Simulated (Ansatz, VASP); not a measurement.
# Two plane-wave programs on GaB2As3

File INCAR:

```
PREC = Accurate
ENCUT = 520
EDIFF = 1E-6
ISMEAR = 0
SIGMA = 0.1
LREAL = False
LASPH = True
NELM = 60
ALGO = Normal
ISIF = 2
LWAVE = False
LCHARG = False
GGA = PE
NBANDS = 26
```

Contents of KPOINTS:

```
regular mesh
0
Gamma
  6 6 2
```

POSCAR

```
GaB2As3
1.0
    3.7324809400      0.0000000000      0.0000000000
    0.0000000000      3.7324809400      0.0000000000
    0.0000000000      0.0000000000      7.5477558700
Ga B As
1 2 3
Direct
    0.5000000000      0.5000000000      0.7029737000
    0.0000000000      0.0000000000      0.5988498400
    0.5000000000      0.5000000000      0.3479174100
    0.5000000000      0.0000000000      0.1183116100
    0.0000000000      0.5000000000      0.1183116100
    0.0000000000      0.0000000000      0.8395398300
```

Input for Ansatz:

```yaml
crystal:
  lattice:
    - [3.73248094, 0.0, 0.0]
    - [0.0, 3.73248094, 0.0]
    - [0.0, 0.0, 7.54775587]
  atoms:
    - { symbol: Ga, position: [0.5, 0.5, 0.7029737] }
    - { symbol: B, position: [0.0, 0.0, 0.59884984] }
    - { symbol: B, position: [0.5, 0.5, 0.34791741] }
    - { symbol: As, position: [0.5, 0.0, 0.11831161] }
    - { symbol: As, position: [0.0, 0.5, 0.11831161] }
    - { symbol: As, position: [0.0, 0.0, 0.83953983] }
basis:
  ecutwfc: 420
kpoints:
  mp_grid: { grid: [6, 6, 2] }
hamiltonian:
  xc: pbe
scf:
  occupations: { method: gaussian, width: 0.1 }
  lower_state_search: "off"
output:
  forces: true
  stress: true
  eigenvalues: true
```

Alike in both runs: task single point; functional PBE; k mesh 6 × 6 × 2; occupations gaussian, width 0.1 eV; no spin polarisation.

|  | VASP | Ansatz |
| --- | --- | --- |
| version | VASP 6.6.1 | Ansatz 0.2.0 |
| potentials or method | VASP PAW PBE potentials, release 64 (Ga_d, B, As), cutoff 520 eV | scalar-relativistic, plane waves, PAW |
| valence electrons in the cell | 34 | 64 |

|  | VASP | Ansatz | Ansatz less VASP |
| --- | --- | --- | --- |
| gap on the k mesh at the Fermi level (eV) | none | none | - |
| pressure (GPa) | 5.0 | 4.7 | -0.32 |
| traceless stress, the component that is largest in VASP (GPa) | 4.10 | 3.89 | -0.211 |
| rms of the force components (eV/Å) | 1.161 | 1.122 | -0.0394 |

Atom by atom the forces differ by 0.051 eV/Å (rms over components). A gap of «none» marks a metal or a gap that the smearing closes. VASP's potentials hold 34 valence electrons a cell and Ansatz's 64, so a difference there can come from the potentials and not from the codes.

The k mesh is coarse, so the values compare programs but aren't converged.
